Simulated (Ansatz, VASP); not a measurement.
## One calculation of GaN, two programs

```
Ga N
1.0
     0.00000    2.24914    2.24914
     2.24914    0.00000    2.24914
     2.24914    2.24914    0.00000
Ga N
1 1
Direct
  0.00000 0.00000 0.00000
  0.25000 0.25000 0.25000
```

Alike in both runs: functional PBEsol; k mesh 16 × 16 × 16; occupations fermi-dirac, width 0.1 eV; no spin polarisation.

Ansatz relaxed the structure, and its values are those at the end. VASP's run is a single point on that final structure, the one shown.

|  | VASP | Ansatz |
| --- | --- | --- |
| version | VASP 6.6.1 | Ansatz 0.2.0 |
| potentials or method | VASP PAW PBE potentials, release 64 (Ga_d, N) | PAW with Ansatz's default frozen-core files, scalar-relativistic |
| plane-wave cutoff (eV) | 520 | 420 |
| valence electrons in the cell | 18 | 18 |

```tsv
	VASP	Ansatz	Ansatz less VASP
pressure (GPa)	-0.2	0.0	+0.21
```

VASP's potentials were made for PBE, not for PBEsol. The functional is the same, so the differences come from potentials, cutoffs and numerics.
